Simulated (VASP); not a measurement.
Input of a VASP 6.6.1 run:

Contents of INCAR:

```
  ALGO = Normal
  EDIFF = 1E-7
  ENCUT = 520
  GGA = PS
  ISIF = 2
  ISMEAR = -1
  LASPH = True
  LCHARG = True
  LELF = True
  LREAL = False
  LVHAR = True
  LWAVE = False
  NBANDS = 28
  NELM = 80
  PREC = Accurate
  SIGMA = 0.02
```

Contents of KPOINTS:

```
k-points
0
Gamma
  6 6 4
```

File POSCAR:

```
PbS
1.0
    1.9859555113     -3.4427703075      0.0000000000
    1.9859555113      3.4427703075      0.0000000000
    0.0000000000      0.0000000000      7.2990463947
Pb S
2 2
Direct
    0.0010316600      0.9989683400      0.4867318100
    0.9989683400      0.0010316600      0.9867318100
    0.6671454800      0.3328545200      0.6924681900
    0.3328545200      0.6671454800      0.1924681900
```

Potentials or basis: VASP PAW PBE potentials, release 64 (Pb_d, S).

The run is started by

```console
$ cat potpaw_PBE.64/Pb_d/POTCAR potpaw_PBE.64/S/POTCAR > POTCAR
$ mpirun -np 1 vasp_std > vasp.out
```

(1) What does it give for the band gap on the k mesh?

(2) Predict the largest force.

## Answers

(1) 0.09 eV, indirect (least direct gap 1.17 eV).

(2) 0.416 eV/Å.

Caveat: the PAW data sets were made with another functional, which shifts forces and pressure a little; spin-orbit coupling is left out, which moves the levels of the heavy elements.
